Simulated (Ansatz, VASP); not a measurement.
Ru: VASP beside Ansatz

```
CELL_PARAMETERS angstrom
2.68445 0.00000 0.00000
-1.34222 2.32480 0.00000
0.00000 0.00000 4.34880
ATOMIC_POSITIONS crystal
Ru 0.33333 0.66667 0.25000
Ru 0.66667 0.33333 0.75000
```

Alike in both runs: task relaxation of cell and atoms; functional PBEsol; k mesh 19 × 19 × 10; occupations fermi-dirac, width 0.08 eV; no spin polarisation.

|  | VASP | Ansatz |
| --- | --- | --- |
| version | VASP 6.6.1 | Ansatz 0.2.0 |
| potentials or method | VASP PAW PBE potentials, release 64 (Ru_pv) | PAW with Ansatz's default frozen-core files, scalar-relativistic |
| plane-wave cutoff (eV) | 600 | 420 |
| valence electrons in the cell | 28 | 32 |

|  | VASP | Ansatz | Ansatz less VASP |
| --- | --- | --- | --- |
| relaxed volume (Å³/atom) | 13.32 | 13.32 | +0.002 |
| relaxed length of the cell vector where the two differ most in proportion (Å) | 2.690 | 2.691 | +0.0003 |

VASP's potentials were made for PBE, not for PBEsol. VASP's potentials hold 28 valence electrons a cell and Ansatz's 32, so a difference there can come from the potentials and not from the codes.
